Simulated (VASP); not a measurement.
Here is a VASP 6.6.1 calculation.

File INCAR:

```
PREC = Accurate
ENCUT = 520
EDIFF = 1E-7
ISMEAR = -1
SIGMA = 0.1
LREAL = F
LASPH = T
NELM = 60
ALGO = Normal
ISIF = 2
LWAVE = F
LCHARG = T
GGA = RP
LELF = T
LVHAR = T
NBANDS = 21
```

File KPOINTS:

```
Automatic mesh
0
Gamma
  14 14 10
```

POSCAR

```
Ge
1.0
   -2.6779113754      2.6811411560      1.4812863361
    2.6811411560     -2.6779113754      1.4812863361
    2.6924575479      2.6924575479     -1.4753709870
Ge
2
Direct
    0.9997552703      0.0002447297      0.0000000000
    0.7502447297      0.2497552703      0.5000000000
```

Potentials or basis: VASP PAW PBE potentials, release 64 (Ge_d).

The run is started by

```sh
$ cat potpaw_PBE.64/Ge_d/POTCAR > POTCAR
$ mpirun -np 1 vasp_std > vasp.out
```

(1) Estimate the band gap on the k mesh.

(2) Estimate the pressure.

(3) Estimate the largest force.

Answers

(1) zero (band 14 reaches 7.04 eV, above the bottom of band 15 at 2.67 eV).

(2) -4.0 GPa.

(3) 0.007 eV/Å.

Caveat: the PAW data sets were made with another functional, which shifts forces and pressure a little.
